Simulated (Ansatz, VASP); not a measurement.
## Ga4P: VASP beside Ansatz

```xyz
5
Lattice="-2.9525 2.9525 2.9525 2.9525 -2.9525 2.9525 2.9525 2.9525 -2.9525" Properties=species:S:1:pos:R:3 pbc="T T T"
Ga    1.4762    1.4762   -1.4762
Ga   -1.4762    1.4762    1.4762
Ga    1.4762    1.4762    1.4762
Ga    1.4762   -1.4762    1.4762
P     0.0000    0.0000    0.0000
```

Change from the starting cell: species swapped into the NiHg4 type (Im-3m, No. 229).

Alike in both runs: functional PBE; k mesh 4 × 4 × 4; occupations gaussian, width 0.1 eV; no spin polarisation.

Ansatz relaxed the structure, and its values are those at the end. VASP's run is a single point on that final structure, the one shown.

|  | VASP | Ansatz |
| --- | --- | --- |
| version | VASP 6.6.1 | Ansatz 0.2.0 |
| potentials or method | VASP PAW PBE potentials, release 64 (Ga_d, P), cutoff 520 eV | scalar-relativistic, plane waves, PAW |
| valence electrons in the cell | 57 | 57 |

|  | VASP | Ansatz | Ansatz less VASP |
| --- | --- | --- | --- |
| gap on the k mesh at the Fermi level (eV) | none | none | - |
| pressure (GPa) | 0.1 | 0.0 | -0.11 |

A gap of «none» marks a metal or a gap that the smearing closes.

The k mesh is coarse, so the values compare programs but aren't converged.
